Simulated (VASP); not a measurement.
Cu:

```
Cu
1.0
     0.00000    1.80750    1.80750
     1.80750    0.00000    1.80750
     1.80750    1.80750    0.00000
Cu
1
Cartesian
  0.0108 0.0108 0.0108
```

* Program: VASP 6.6.1
* Task: relaxation of cell and atoms
* Functional: LDA
* Potentials or basis: VASP PAW LDA potentials, release 64 (Cu)
* Cutoff: 600 eV
* k mesh: 26 × 26 × 26
* Occupations: gaussian, width 0.1 eV
* Spin: no spin polarisation

At the start: pressure -11.7 GPa; volume 11.81 Å³/atom.

Question: How do energy, volume and symmetry change on relaxing?

Answer: Over 6 steps the energy falls by 34.3 meV/atom and the volume is 10.94 Å³/atom (-7.4 %); space group Fm-3m (No. 225, to 0.1 Å) before and after.

Step by step:
```
step  energy change (eV)  largest force (eV/Å)  pressure (GPa)  volume (Å³)
   1              0.0000                0.0000          -11.66        11.81
   2             -0.0177                0.0000           10.44        10.40
   3             -0.0343                0.0000           -0.06        10.94
   4             -0.0343                0.0000            0.19        10.92
   5             -0.0343                0.0000           -0.07        10.94
   6             -0.0343                0.0000           -0.02        10.94
```

Final structure:
```cif
data_structure
_symmetry_space_group_name_H-M 'P 1'
_symmetry_Int_Tables_number 1
_cell_length_a 2.4916
_cell_length_b 2.4916
_cell_length_c 2.4916
_cell_angle_alpha 60.000
_cell_angle_beta 60.000
_cell_angle_gamma 60.000
_cell_volume 10.94
loop_
_atom_site_label
_atom_site_type_symbol
_atom_site_fract_x
_atom_site_fract_y
_atom_site_fract_z
_atom_site_occupancy
Cu1 Cu 0.00300 0.00300 0.00300 1
```
